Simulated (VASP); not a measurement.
Crystal: FeO (Wuestite).

```
CELL_PARAMETERS angstrom
1.53881 0.88843 2.55273
-1.53881 0.88843 2.55273
0.00000 -1.77686 2.55273
ATOMIC_POSITIONS crystal
Fe 0.00000 0.00000 0.00000
O 0.50000 0.50000 0.50000
```

Base run:

```yaml
Program: VASP 6.6.1
Functional: LDA
Potentials_or_basis: VASP PAW LDA potentials, release 64 (Fe, O)
Cutoff: 520 eV
k_mesh: 9 × 9 × 9
Occupations: fermi-dirac, width 0.05 eV
Spin: collinear spin, ferromagnetic start
Starting_moments: "[3.0, 0.0] μB"
```

Its results: band gap on the k mesh zero (filled and empty bands overlap); pressure -21.8 GPa; net moment 4.00 μB per cell; site moments Fe +3.58; O +0.31 μB.

Q: The run is repeated on the same cell with these changes: potentials or basis from VASP PAW LDA potentials, release 64 (Fe, O) to VASP PAW LDA potentials, release 64 (Fe_sv, O); cutoff from 520 eV to 600 eV; further incar settings from ALGO = Normal; EDIFF = 1e-06; NBANDS = 18 to ALGO = Normal; EDIFF = 1e-06; NBANDS = 22; valence electrons from 14 to 22. What comes out?

A: Band gap on the k mesh zero (filled and empty bands overlap); pressure -23.8 GPa; net moment 4.00 μB per cell; site moments Fe +3.44; O +0.30 μB.

Caveats: a cell with one magnetic atom can't hold antiferromagnetic order, which such compounds often take; semilocal functionals often make such compounds metallic where correlation or magnetic order opens a gap, which also shifts bond lengths.
